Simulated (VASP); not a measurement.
Input of a VASP 6.6.1 run:

POSCAR

```
SrTiO3
1.0
    4.1021940861      0.0000000000      0.0000000000
    0.0000000000      4.1021940861      0.0000000000
    0.0000000000      0.0000000000      3.8050353507
Sr Ti O
1 1 3
Direct
    0.0000000000      0.0000000000      0.0000000000
    0.5000000000      0.5000000000      0.5000000000
    0.5000000000      0.5000000000      0.0000000000
    0.5000000000      0.0000000000      0.5000000000
    0.0000000000      0.5000000000      0.5000000000
```

Contents of INCAR.step1:

```
PREC = Accurate
ENCUT = 520
ISMEAR = 0
SIGMA = 0.01
LREAL = False
LASPH = True
NELM = 60
NBANDS = 28
GGA = PE
ALGO = Normal
EDIFF = 1E-4
LWAVE = True
LCHARG = False
```

Contents of INCAR.step2:

```
PREC = Accurate
ENCUT = 520
EDIFF = 1E-6
ISMEAR = 0
SIGMA = 0.01
LREAL = False
LASPH = True
NELM = 60
ALGO = Normal
ISIF = 2
LWAVE = False
LCHARG = True
METAGGA = R2SCAN
LMIXTAU = True
LELF = True
LVHAR = True
NBANDS = 28
ISTART = 1
```

File KPOINTS:

```
regular mesh
0
Gamma
  6 6 6
```

Potentials or basis: VASP PAW PBE potentials, release 64 (Sr_sv, Ti_sv, O).

Launch:

```bash
$ cat potpaw_PBE.64/Sr_sv/POTCAR potpaw_PBE.64/Ti_sv/POTCAR potpaw_PBE.64/O/POTCAR > POTCAR
$ cp INCAR.step1 INCAR
$ mpirun -np 1 vasp_std > vasp.out
$ cp INCAR.step2 INCAR
$ mpirun -np 1 vasp_std > vasp.out
```

Question: Predict the band gap on the k mesh.

Answer: 2.03 eV (least direct gap 2.42 eV).

Question: What does it give for the pressure?

Answer: -9.4 GPa.

Stress tensor (GPa, compression positive):
```
-14.65   0.00   0.00
  0.00 -14.65   0.00
  0.00   0.00   1.11
```

Caveat: the cell differs from its parent crystal (epitaxial xy strain +5.0%); the cell stands under tension; the PAW data sets were made with another functional, which shifts forces and pressure a little. A k mesh can miss the band edges.
